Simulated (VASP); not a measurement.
# NaCl (m.bA) (Fm-3m) in VASP: a series of runs

The runs below take NaCl (m.bA) through single point, relaxation of cell and atoms, with PBE.

Everything below comes from runs of VASP 6.6.1. Logs are shortened: lines on timing, memory, paths and dates and some standing lists are left out, and cuts for length are marked.

## Step 1: The cell of the first run

It takes space group Fm-3m (No. 225, cubic). Conventional cell: a = 5.696 Å, b = 5.696 Å, c = 5.696 Å, α = 90.00°, β = 90.00°, γ = 90.00°. Na (site symmetry m-3m) has 6 Cl at 2.85 Å within 3.8 Å. Cl (site symmetry m-3m) has 6 Na at 2.85 Å within 3.8 Å.

## Step 2: Single point, PBE

The input, INCAR:

```
SYSTEM = NaCl
PREC     = Accurate       ! precision mode
ENCUT    = 500            ! plane-wave cutoff, eV
EDIFF    = 1E-6           ! SCF threshold, eV
ISMEAR   = 0              ! smearing method
SIGMA    = 0.02           ! smearing width, eV
LREAL    = .FALSE.        ! projectors in reciprocal space
LASPH    = .TRUE.         ! aspherical terms in the spheres
NELM     = 120            ! most SCF steps
ALGO     = Normal         ! electronic algorithm
ISIF     = 2              ! what is computed and relaxed
LWAVE    = .FALSE.        ! write WAVECAR
LCHARG   = .FALSE.        ! write CHGCAR
GGA      = PE             ! functional
NBANDS   = 14             ! bands
GGA_COMPAT= .FALSE.
```

The input, KPOINTS:

```
Automatic mesh
0
G
  8 8 8
  0 0 0
```

The input, POSCAR:

```
NaCl
1.0
    0.0000000000      2.8479700579      2.8479700579
    2.8479700579      0.0000000000      2.8479700579
    2.8479700579      2.8479700579      0.0000000000
Na Cl
1 1
Direct
    0.0000000000      0.0000000000      0.0000000000
    0.5000000000      0.5000000000      0.5000000000
```

Potentials or basis: VASP PAW PBE potentials, release 64 (Na_pv, Cl).

Started as:

```bash
$ cat potpaw_PBE.64/Na_pv/POTCAR potpaw_PBE.64/Cl/POTCAR > POTCAR
$ mpirun -np 1 vasp_std > vasp.out
```

OUTCAR:

```text
SYSTEM = NaCl
   PREC = Accurate
   ENCUT = 500
   EDIFF = 1E-6
   ISMEAR = 0
   LREAL = .FALSE.
   LASPH = .TRUE.
   NELM = 120
   ISIF = 2
   GGA = PE

 ion  position               nearest neighbor table
   1  0.000  0.000  0.000-
   2  0.500  0.500  0.500-

  LATTYP: Found a face centered cubic cell.
 ALAT       =     5.6959401158

  Lattice vectors:

 A1 = (   0.0000000000,   2.8479700579,   2.8479700579)
 A2 = (   2.8479700579,   0.0000000000,   2.8479700579)
 A3 = (   2.8479700579,   2.8479700579,   0.0000000000)

Analysis of symmetry for initial positions (statically):
=====================================================================
 Subroutine PRICEL returns:
 Original cell was already a primitive cell.

 Routine SETGRP: Setting up the symmetry group for a
 face centered cubic supercell.

 Subroutine GETGRP returns: Found 48 space group operations
 (whereof 48 operations were pure point group operations)
 out of a pool of 48 trial point group operations.

The static configuration has the point symmetry O_h .

Analysis of symmetry for dynamics (positions and initial velocities):
=====================================================================
 Subroutine PRICEL returns:
 Original cell was already a primitive cell.

 Routine SETGRP: Setting up the symmetry group for a
 face centered cubic supercell.

 Subroutine GETGRP returns: Found 48 space group operations
 (whereof 48 operations were pure point group operations)
 out of a pool of 48 trial point group operations.

The dynamic configuration has the point symmetry O_h .

 Subroutine INISYM returns: Found 48 space group operations
 (whereof 48 operations are pure point group operations),
 and found     1 'primitive' translations

----------------------------------------------------------------------------------------

                                     Primitive cell

  volume of cell :      46.1994

  direct lattice vectors                    reciprocal lattice vectors
     0.000000000  2.847970058  2.847970058    -0.175563644  0.175563644  0.175563644
     2.847970058  0.000000000  2.847970058     0.175563644 -0.175563644  0.175563644
     2.847970058  2.847970058  0.000000000     0.175563644  0.175563644 -0.175563644

  length of vectors
     4.027637881  4.027637881  4.027637881     0.304085151  0.304085151  0.304085151

  position of ions in fractional coordinates (direct lattice)
     0.000000000  0.000000000  0.000000000
     0.500000000  0.500000000  0.500000000

  ion indices of the primitive-cell ions
   primitive index   ion index
                 1           1
                 2           2

----------------------------------------------------------------------------------------

 KPOINTS: Automatic mesh

Automatic generation of k-mesh.
 Grid dimensions read from file:
 generate k-points for:    8    8    8

 Generating k-lattice:

  Cartesian coordinates                     Fractional coordinates (reciprocal lattice)
    -0.021945455  0.021945455  0.021945455     0.125000000  0.000000000  0.000000000
     0.021945455 -0.021945455  0.021945455     0.000000000  0.125000000  0.000000000
     0.021945455  0.021945455 -0.021945455     0.000000000  0.000000000  0.125000000

  Length of vectors
     0.038010644  0.038010644  0.038010644

  Shift w.r.t. Gamma in fractional coordinates (k-lattice)
     0.000000000  0.000000000  0.000000000

 Subroutine IBZKPT returns following result:
 ===========================================

 Found     29 irreducible k-points:

 Following reciprocal coordinates:
            Coordinates               Weight
  0.000000  0.000000  0.000000      1.000000
  0.125000  0.000000  0.000000      8.000000
  0.250000  0.000000  0.000000      8.000000
  0.375000  0.000000  0.000000      8.000000
  0.500000  0.000000  0.000000      4.000000
  0.125000  0.125000  0.000000      6.000000
[... 16 lines left out ...]
  0.500000  0.250000  0.125000     48.000000
 -0.375000  0.250000  0.125000     24.000000
 [... further k-points ...]
   k-points           NKPTS =     29   k-points in BZ     NKDIM =     29   number of bands    NBANDS=     14
   number of dos      NEDOS =    301   number of ions     NIONS =      2
   total plane-waves  NPLWV =  27000
   dimension x,y,z NGX =    30 NGY =   30 NGZ =   30
   dimension x,y,z NGXF=    60 NGYF=   60 NGZF=   60
   ions per type =               1   1
   NGX,Y,Z   is equivalent  to a cutoff of  12.38, 12.38, 12.38 a.u.
   NGXF,Y,Z  is equivalent  to a cutoff of  24.77, 24.77, 24.77 a.u.
 SYSTEM =  NaCl
   PREC   = accura    normal or accurate (medium, high low for compatibility)
   ISTART =      0    job   : 0-new  1-cont  2-samecut
   ICHARG =      2    charge: 1-file 2-atom 10-const
   ISPIN  =      1    spin polarized calculation?
   LNONCOLLINEAR =      F non collinear calculations
   LSORBIT =      F    spin-orbit coupling
   LASPH  =      T    aspherical Exc in radial PAW
   ENCUT  =  500.0 eV  36.75 Ry    6.06 a.u.   7.34  7.34  7.34*2*pi/ulx,y,z
   NELM   =    120;   NELMIN=  2; NELMDL= -5     # of ELM steps
   EDIFF  = 0.1E-05   stopping-criterion for ELM
   LREAL  =      F    real-space projection
   EDIFFG = 0.1E-04   stopping-criterion for IOM
   NSW    =      0    number of steps for IOM
   IBRION =     -1    ionic relax: 0-MD 1-quasi-New 2-CG
   NFREE  =      0    steps in history (QN), initial steepest desc. (CG)
   ISIF   =      2    stress and relaxation
   ISYM   =      2    0-nonsym 1-usesym 2-fastsym
   POTIM  = 0.5000    time-step for ionic-motion
   TEBEG  =    0.0;   TEEND  =   0.0 temperature during run
   PSTRESS=    0.0 pullay stress
   NELECT =      14.0000    total number of electrons
   NUPDOWN=      -1.0000    fix difference up-down
   EMIN   =  10.00;   EMAX   =-10.00  energy-range for DOS
   EFERMI =   0.00;   METHOD = LEGACY
   ISMEAR =     0;   SIGMA  =   0.02  broadening in eV -4-tet -1-fermi 0-gaus
   EFERMI_NEDOS =   21; number of points for ismear=-14 and -15
   IALGO  =     38    algorithm
   IMIX   =      4    mixing-type and parameters
     AMIX     =   0.40;   BMIX     =  1.00
     AMIX_MAG =   1.60;   BMIX_MAG =  1.00
  volume/ion in A,a.u.               =      23.10       155.88
  Fermi-wavevector in a.u.,A,eV,Ry     =   1.099610  2.077962 16.451384  1.209143
  Thomas-Fermi vector in A             =   2.236008
   LORBIT       =      0    0 simple, 1 ext, 2 COOP (PROOUT), +10 PAW based schemes
   GGA     = PE    functional components
   LHFCALC =     F    Hartree Fock is set to
   AEXX    =    0.0000 exact exchange contribution
   IVDW    =     0    specifies the selected vdW correction
   LEPSILON=     F    determine dielectric tensor
   LRPA    =     F    only Hartree local field effects (RPA)
 non-spin polarized calculation
 Gauss-broadening in eV      SIGMA  =   0.02
  energy-cutoff  :      500.00
  volume of cell :       46.20
 maximum number of plane-waves:      1211
 NGX is ok and might be reduce to    30
   NGX = 15   NGY = 15   NGZ = 15

 number of electron      13.9999992 magnetization

 Free energy of the ion-electron system (eV)
  ---------------------------------------------------
  ext. energy  EPLUGINS =         0.00000000
  ---------------------------------------------------
  free energy    TOTEN  =        -6.77771577 eV

  energy without entropy =       -6.77771577  energy(sigma->0) =       -6.77771577

 E-fermi :  -0.7060     XC(G=0):  -8.0406

 val. band max:       -0.8991137215   @ k =   0.0000   0.0000   0.0000
 cond. band min:       4.0957222124   @ k =   0.0000   0.0000   0.0000
 fundamental gap:      4.9948359338
 Fermi energy:        -0.7060195538

 k-point     1 :       0.0000    0.0000    0.0000
  band No.  band energies     occupation
      1     -21.7768      2.00000
      2     -21.7768      2.00000
      3     -21.7768      2.00000
      4     -13.4933      2.00000
      5      -0.8991      2.00000
      6      -0.8991      2.00000
      7      -0.8991      2.00000
      8       4.0957      0.00000
      9      10.1890      0.00000
     10      10.1890      0.00000
     11      10.1890      0.00000
     12      12.3117      0.00000
     13      12.3117      0.00000
     14      13.8691      0.00000

 k-point     2 :       0.1250    0.0000    0.0000
  band No.  band energies     occupation
      1     -21.7805      2.00000
      2     -21.7771      2.00000
      3     -21.7771      2.00000
      4     -13.4503      2.00000
      5      -1.2506      2.00000
      6      -0.9372      2.00000
      7      -0.9372      2.00000
      8       4.5794      0.00000
      9       9.6433      0.00000
     10      10.3730      0.00000
     11      10.3730      0.00000
     12      12.0377      0.00000
     13      12.0377      0.00000
     14      14.7390      0.00000

 k-point     3 :       0.2500    0.0000    0.0000
  band No.  band energies     occupation
      1     -21.7895      2.00000
      2     -21.7778      2.00000
      3     -21.7778      2.00000
      4     -13.3436      2.00000
      5      -1.9455      2.00000
      6      -1.0264      2.00000
      7      -1.0264      2.00000
      8       5.5521      0.00000
      9       9.0419      0.00000
     10      10.4373      0.00000
     11      10.4373      0.00000
     12      12.2447      0.00000
     13      12.2447      0.00000
     14      14.4821      0.00000

 k-point     4 :       0.3750    0.0000    0.0000
  band No.  band energies     occupation
      1     -21.7984      2.00000
      2     -21.7784      2.00000
      3     -21.7784      2.00000
      4     -13.2327      2.00000
      5      -2.5193      2.00000
      6      -1.1121      2.00000
      7      -1.1121      2.00000
      8       6.1906      0.00000
      9       9.1687      0.00000
     10      10.1393      0.00000
     11      10.1393      0.00000
     12      13.5715      0.00000
     13      13.5715      0.00000
     14      13.9865      0.00000

 k-point     5 :       0.5000    0.0000    0.0000
  band No.  band energies     occupation
      1     -21.8021      2.00000
      2     -21.7787      2.00000
      3     -21.7787      2.00000
      4     -13.1855      2.00000
      5      -2.7351      2.00000
      6      -1.1465      2.00000
      7      -1.1465      2.00000
      8       6.3204      0.00000
      9       9.4851      0.00000
     10       9.9996      0.00000
     11       9.9996      0.00000
[... 276 lines left out ...]
 k-point    22 :       0.3750    0.2500    0.1250
  band No.  band energies     occupation
      1     -21.7908      2.00000
      2     -21.7816      2.00000
      3     -21.7789      2.00000
      4     -13.2734      2.00000
      5      -2.0862      2.00000
      6      -1.3396      2.00000
      7      -1.1357      2.00000
      8       6.3811      0.00000
      9       8.4415      0.00000
     10       9.5561      0.00000
     11      11.1768      0.00000
     12      11.5969      0.00000
     13      13.7452      0.00000
     14      16.8821      0.00000

 k-point    23 :       0.5000    0.2500    0.1250
  band No.  band energies     occupation
      1     -21.7952      2.00000
      2     -21.7835      2.00000
      3     -21.7799      2.00000
      4     -13.1905      2.00000
      5      -2.3616      2.00000
      6      -1.5477      2.00000
      7      -1.2370      2.00000
      8       7.1482      0.00000
      9       8.5618      0.00000
     10       8.9765      0.00000
     11      10.9020      0.00000
     12      12.7033      0.00000
     13      14.9692      0.00000
     14      15.4631      0.00000

 k-point    24 :      -0.3750    0.2500    0.1250
  band No.  band energies     occupation
      1     -21.7972      2.00000
      2     -21.7839      2.00000
      3     -21.7806      2.00000
      4     -13.1555      2.00000
      5      -2.4722      2.00000
      6      -1.6211      2.00000
      7      -1.2876      2.00000
      8       7.3540      0.00000
      9       8.5075      0.00000
     10       9.2462      0.00000
     11      10.7227      0.00000
     12      13.2972      0.00000
     13      14.5180      0.00000
     14      15.5701      0.00000

 [... further k-points ...]

------------------------ aborting loop because EDIFF is reached ----------------------------------------

  FORCE on cell =-STRESS in cart. coord.  units (eV):
  Direction    XX          YY          ZZ          XY          YZ          ZX
  --------------------------------------------------------------------------------------
  -------------------------------------------------------------------------------------
  Total       -0.0146620     -0.0146620     -0.0146620      0.0000000      0.0000000      0.0000000
  in kB       -0.5084723     -0.5084723     -0.5084723      0.0000000      0.0000000      0.0000000
  external PRESSURE =      -0.5084723 kB  Pullay stress =       0.0000000 kB

 VOLUME and BASIS-vectors are now :
 -----------------------------------------------------------------------------
  energy-cutoff  :      500.00
  volume of cell :       46.20
      direct lattice vectors                 reciprocal lattice vectors
     0.000000000  2.847970058  2.847970058    -0.175563644  0.175563644  0.175563644
     2.847970058  0.000000000  2.847970058     0.175563644 -0.175563644  0.175563644
     2.847970058  2.847970058  0.000000000     0.175563644  0.175563644 -0.175563644

 POSITION                                       TOTAL-FORCE (eV/Angst)
 -----------------------------------------------------------------------------------
      0.00000      0.00000      0.00000         0.000000     -0.000000     -0.000000
      2.84797      2.84797      2.84797        -0.000000      0.000000      0.000000
 -----------------------------------------------------------------------------------
    total drift:                               -0.000000      0.000000      0.000000

  FREE ENERGIE OF THE ION-ELECTRON SYSTEM (eV)
  ---------------------------------------------------
  free  energy   TOTEN  =        -6.7777157682 eV

  energy  without entropy=       -6.7777157682  energy(sigma->0) =       -6.77771577
```

Wall time 32 s (1 thread of AMD EPYC 7R13, shared host); peak memory 0.13 GiB.

Results:

```yaml
Free_energy: -6.7777 eV
Pressure: -0.1 GPa
Band_gap_on_the_k_mesh: 4.99 eV, direct
```

A k mesh can miss the band edges. Expect the measured gap to be larger: semilocal functionals such as PBE lack the derivative discontinuity.

## Step 3: Relaxation of cell and atoms, PBE

This run uses another cell than the first one, of 21.95 Å³/atom, 0.950 times its volume.

The input, INCAR:

```
SYSTEM = NaCl
  ALGO = Normal
  EDIFF = 1E-7
  EDIFFG = -0.002
  ENCUT = 500
  GGA = PE
  GGA_COMPAT = .FALSE.
  IBRION = 2
  ISIF = 3
  ISMEAR = 0
  LASPH = .TRUE.
  LCHARG = .FALSE.
  LREAL = .FALSE.
  LWAVE = .FALSE.
  NELM = 120
  NELMIN = 4
  NSW = 100
  PREC = Accurate
  SIGMA = 0.02
```

The input, KPOINTS:

```
k-points
0
G
  8 8 8
  0 0 0
```

The input, POSCAR:

```
NaCl
1.0
    0.0000000000      2.8000000000      2.8000000000
    2.8000000000      0.0000000000      2.8000000000
    2.8000000000      2.8000000000      0.0000000000
Na Cl
1 1
Direct
    0.0000000000      0.0000000000      0.0000000000
    0.5000000000      0.5000000000      0.5000000000
```

Potentials or basis: VASP PAW PBE potentials, release 64 (Na_pv, Cl).

Started as:

```bash
$ cat potpaw_PBE.64/Na_pv/POTCAR potpaw_PBE.64/Cl/POTCAR > POTCAR
$ mpirun -np 1 vasp_std > vasp.out
```

Wall time 66 s (1 thread of AMD EPYC 7R13, shared host); peak memory 0.13 GiB.

The run converged. Its results:

* Free energy: -6.7765 eV
* Relaxed volume: 23.02 Å³/atom
* Relaxed cell: a = 4.023 Å, b = 4.023 Å, c = 4.023 Å, α = 60.00°, β = 60.00°, γ = 60.00°
* Space group after relaxing (to 0.05 Å): Fm-3m (No. 225)
* Energy gained by relaxing: 4.1 meV/atom
* Ionic steps: 4
* Pressure after relaxing: 0.0 GPa
* Band gap on the k mesh: 5.01 eV, direct

Step by step:
| step | energy change (eV) | largest force (eV/Å) | pressure (GPa) | volume (Å³) |
| --- | --- | --- | --- | --- |
| 1 | 0.0000 | 0.0000 | 1.30 | 43.90 |
| 2 | -0.0066 | 0.0000 | 0.56 | 45.04 |
| 3 | -0.0083 | 0.0000 | -0.03 | 46.11 |
| 4 | -0.0083 | 0.0000 | 0.01 | 46.04 |

Final structure:
```yaml
crystal:
  lattice:
    - [0.00000, 2.84474, 2.84474]
    - [2.84474, 0.00000, 2.84474]
    - [2.84474, 2.84474, 0.00000]
  atoms:
    - { symbol: Na, position: [0.00000, 0.00000, 0.00000] }
    - { symbol: Cl, position: [0.50000, 0.50000, 0.50000] }
```

Levels at points of the mesh, in eV from the valence-band top:
```
           k point  band 3  band 4  band 5  band 6  band 7  band 8  band 9  band 10  band 11
(0.00, 0.00, 0.00)  -20.87  -12.60    0.00    0.00    0.00    5.01   11.09    11.09    11.09
(0.50, 0.00, 0.00)  -20.87  -12.29   -1.85   -0.25   -0.25    7.23   10.41    10.91    10.91
(0.50, 0.50, 0.00)  -20.88  -12.24   -1.59   -0.57   -0.57    7.46    8.10    11.14    14.54
```
